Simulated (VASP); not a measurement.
Write the native input for VASP 6.6.1 that does the following.

```yaml
Task: single point
Functional: PBE
Potentials_or_basis: VASP PAW PBE potentials, release 64 (W_sv, C)
Cutoff: 520 eV
k_mesh: 3 × 3 × 3
Occupations: fermi-dirac, width 0.17 eV
Spin: no spin polarisation
Dipole_correction: no
Further_INCAR_settings: LREAL = Auto; ALGO = Normal; EDIFF = 1e-06; NBANDS = 86
```

The structure of WC lies in POSCAR:

```
WC
1.0
   -2.9505990000     -5.1105870000      0.0000000000
    4.4258980000     -2.5552930000      0.0000000000
    0.0000000000      0.0000000000      5.7558530000
W C
8 8
Direct
    0.7409518714      0.5096484037      0.0142463680
    0.7352514660      0.4900547280      0.4970766279
    0.4883066983     -0.0252158419      0.0481944205
    0.4630675851     -0.0209162630      0.5227374639
    0.2514067368      0.4935496630      0.0107021496
    0.2351416825      0.4446801108      0.5229112001
   -0.0332618311      0.0042607567      0.0291355599
   -0.0048314706     -0.0219968314      0.5356286896
    0.4520814022      0.6592585128      0.3151400844
    0.5099773614      0.6865812752      0.7523645930
    0.2463688586      0.1309871370      0.2798890104
    0.2425539327      0.1626064114      0.7894572707
   -0.0396868586      0.6735130350      0.2614034792
   -0.0212211183      0.6487914972      0.7551964930
    0.7174831457      0.1213324510      0.2763447920
    0.7391162098      0.1669797970      0.7577851623
```

One way to write it, as run:

INCAR

```
SYSTEM = WC
PREC     = Accurate       ! precision mode
ENCUT    = 520            ! plane-wave cutoff, eV
EDIFF    = 1E-6           ! SCF threshold, eV
ISMEAR   = -1             ! smearing method
SIGMA    = 0.17           ! smearing width, eV
LREAL    = Auto         
LASPH    = .TRUE.         ! aspherical terms in the spheres
NELM     = 60             ! most SCF steps
ALGO     = Normal         ! electronic algorithm
ISIF     = 2              ! what is computed and relaxed
LWAVE    = .FALSE.        ! write WAVECAR
LCHARG   = .FALSE.        ! write CHGCAR
GGA      = PE             ! functional
NBANDS   = 86             ! bands
```

KPOINTS

```
regular mesh
0
G
  3 3 3
  0 0 0
```

Potentials or basis: VASP PAW PBE potentials, release 64 (W_sv, C).

Command:

```console
$ cat potpaw_PBE.64/W_sv/POTCAR potpaw_PBE.64/C/POTCAR > POTCAR
$ mpirun -np 1 vasp_std > vasp.out
```

Results of the run:

```
Pressure               : 0.1 GPa
Largest force          : 5.212 eV/Å
Band gap on the k mesh : zero (bands 72 and 73 overlap by 0.10 eV)
```

Caveat: the k points lie up to 0.41 Å⁻¹ apart; spin-orbit coupling is left out, which moves the levels of the heavy elements; forces of over 1 eV/Å act on the atoms, so gaps and moduli don't describe the material at rest.

It took 14 min on 1 thread of Intel Xeon 8259CL (shared host), peak memory 0.37 GiB.
